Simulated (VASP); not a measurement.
Here is a VASP 6.6.1 calculation.

The input INCAR:

```
SYSTEM = Si4N
  PREC = Accurate
  ENCUT = 520
  EDIFF = 1E-6
  ISMEAR = 0
  SIGMA = 0.05
  LREAL = .FALSE.
  LASPH = .TRUE.
  NELM = 150
  ALGO = Normal
  ISIF = 2
  LWAVE = .FALSE.
  LCHARG = .TRUE.
  ISPIN = 2
  MAGMOM = 0 0 0 0 3
  LORBIT = 11
  LDIPOL = .TRUE.
  IDIPOL = 3
  DIPOL = 0.5 0.5 0.327
  GGA = PE
  IVDW = 12
  LELF = .TRUE.
  LVHAR = .TRUE.
  LVACPOTAV = .TRUE.
  NBANDS = 22
```

The input KPOINTS:

```
regular mesh
0
G
  7 7 1
  0 0 0
```

Contents of POSCAR:

```
Si4N
1.0
    3.8333442755      0.0000000000      0.0000000000
    0.0000000000      3.8333442755      0.0000000000
    0.0000000000      0.0000000000     21.1034818114
Si N
4 1
Direct
    0.0000000000      0.5000000000      0.1895421825
    0.0000000000      0.0000000000      0.2537634269
    0.5000000000      0.0000000000      0.3207061922
    0.5000000000      0.5000000000      0.3839879070
    0.5000000000      0.7500000000      0.4882361074
```

Potentials or basis: VASP PAW PBE potentials, release 64 (Si, N).

Command:

```console
$ cat potpaw_PBE.64/Si/POTCAR potpaw_PBE.64/N/POTCAR > POTCAR
$ mpirun -np 1 vasp_std > vasp.out
```

(1) What does it give for the site moments?

(2) Predict the largest force.

(3) What does it give for the dispersion energy per atom?

(4) Predict the net moment.

Answers

(1) Si -0.01, +0.00, -0.11 (each value once); N +1.40 μB.

(2) 2.550 eV/Å.

(3) -0.203 eV.

(4) 1.78 μB per cell.
